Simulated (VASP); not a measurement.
Bi: single point with PBE

Bi:

```
Bi
1.0
     4.53900    0.00000    0.00000
    -2.26950    3.93089    0.00000
     0.00000    0.00000   11.71071
Bi
2
Direct
  0.33333 0.66667 0.25000
  0.66667 0.33333 0.75000
```

This cell differs from its parent crystal: zz strain of -1 %.

| Item | Value |
| --- | --- |
| Program | VASP 6.6.1 |
| Task | single point |
| Functional | PBE |
| Potentials or basis | VASP PAW PBE potentials, release 64 (Bi_d) |
| Cutoff | 520 eV |
| k mesh | 9 × 9 × 3 |
| Occupations | fermi-dirac, width 0.03 eV |
| Spin | no spin polarisation |

```json
{
  "Pressure": "-3.3 GPa",
  "Band gap on the k mesh": "zero (bands 15 and 16 overlap by 2.13 eV)"
}
```

Stress tensor (GPa, compression positive):
```
-4.81  0.00  0.00
 0.00 -4.81  0.00
 0.00  0.00 -0.38
```

Levels at points of the mesh, in eV from the Fermi level:
```tsv
k point	band 13	band 14	band 15	band 16	band 17	band 18
(0.00, 0.00, 0.00)	-0.85	-0.32	1.43	1.43	1.44	1.44
```

Run time: 94 s on 1 thread of Intel(R) Xeon(R) Platinum 8488C (Sapphire Rapids) (shared host), peak memory 0.36 GiB.

Caveat: the cell differs from its parent crystal (zz strain of -1 %); the cell stands under tension; spin-orbit coupling is left out, which moves the levels of the heavy elements.
